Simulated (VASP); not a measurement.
Runs of VASP 6.6.1 on K. The structure is that of space group Fm-3m (No. 225), or close to it. The cells are those of the table. This isn't the form of K at room conditions, which is bcc.

| task | cell | k mesh | cutoff (eV) | gap on the mesh (eV) | pressure (GPa) | relaxed volume (Å³/atom) |
| --- | --- | --- | --- | --- | --- | --- |
| relaxation of cell and atoms | relaxed from a = 3.709 Å, angles 60.0°, 1 atom | 6 × 6 × 6 | 500 | none | 0.0 | (a) |
| single point | a = 4.701 Å, angles 60.0°, 1 atom | 6 × 6 × 6 | 500 | none | 0.0 | - |
| single point | a = 3.709 Å, angles 60.0°, 1 atom | 6 × 6 × 6 | 500 | none | 9.9 | - |
| single point | a = 4.701 Å, angles 60.0°, 1 atom | 12 × 12 × 12 | 520 | none | 0.0 | - |
| relaxation of cell and atoms | relaxed from a = 4.701 Å, angles 60.0°, 1 atom | 12 × 12 × 12 | 600 | none | 0.0 | 73.58 |

Alike in all rows: level PBE; potentials or basis VASP PAW PBE potentials, release 64 (K_sv); no spin polarisation; smearing gaussian 0.1 eV.

Q: Fill in the values left out.

A: (a) 71.53.

Caveats: the volume moved by over 15 % at a fixed basis, so the end points are rough (at least some runs); the cell stands under pressure (at least some runs).

A gap of «none» marks levels without a gap at the run's occupations.
